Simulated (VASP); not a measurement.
Au, 1 atom in the cell. The structure is cubic, space group Im-3m (No. 229). The conventional cell has a = 3.315 Å, b = 3.315 Å, c = 3.315 Å, α = 90.00°, β = 90.00°, γ = 90.00°. Within 3.8 Å of Au (site symmetry m-3m) lie 14 Au at 2.87 to 3.31 Å. 

| Item | Value |
| --- | --- |
| Program | VASP 6.6.1 |
| Task | single point |
| Functional | RPBE |
| Potentials or basis | VASP PAW PBE potentials, release 64 (Au) |
| Cutoff | 520 eV |
| k mesh | 11 × 11 × 11 |
| Occupations | fermi-dirac, width 0.05 eV |
| Spin | no spin polarisation |
| Dipole correction | no |
| Further INCAR settings | ALGO = Normal; EDIFF = 1e-07; NBANDS = 12 |

Potentials or basis: VASP PAW PBE potentials, release 64 (Au).

Run with:

```console
$ cat potpaw_PBE.64/Au/POTCAR > POTCAR
$ mpirun -np 1 vasp_std > vasp.out
```

Hardware: 1 thread of Intel Xeon 8259CL, on a shared host.

Task: How long does it take, and how much memory?

Result: It took 12 s on 1 thread of Intel Xeon 8259CL (shared host), peak memory 0.15 GiB. Counts: scf iterations 12, k points 56.
